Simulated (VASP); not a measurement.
Input of a VASP 6.6.1 run:

The input INCAR:

```
PREC = Accurate ; ENCUT = 520
EDIFF = 1E-6 ; ISMEAR = 0
SIGMA = 0.05 ; LREAL = False
LASPH = True ; NELM = 100
ALGO = Normal ; ISIF = 2
LWAVE = False ; LCHARG = False
GGA = PE ; NBANDS = 24
```

Contents of KPOINTS:

```
Automatic mesh
0
Gamma
  12 12 8
```

Contents of POSCAR:

```
CaO
1.0
    3.9919758200      0.0000000000      0.0000000000
   -1.9959879100      3.4571524800      0.0000000000
    0.0000000000      0.0000000000      4.7848400100
Ca O
2 2
Direct
    0.3333333300      0.6666666700      0.7500000000
    0.6666666700      0.3333333300      0.2500000000
    0.3333333300      0.6666666700      0.2500000000
    0.6666666700      0.3333333300      0.7500000000
```

Potentials or basis: VASP PAW PBE potentials, release 64 (Ca_sv, O).

Launch:

```sh
$ cat potpaw_PBE.64/Ca_sv/POTCAR potpaw_PBE.64/O/POTCAR > POTCAR
$ mpirun -np 1 vasp_std > vasp.out
```

**Question.** Predict the pressure.

**Answer.** 1.5 GPa.

**Question.** Predict the band gap on the k mesh.

**Answer.** 3.16 eV.

Stress tensor (GPa, compression positive):
```
1.35 0.00 0.00
0.00 1.35 0.00
0.00 0.00 1.72
```

A k mesh can miss the band edges.
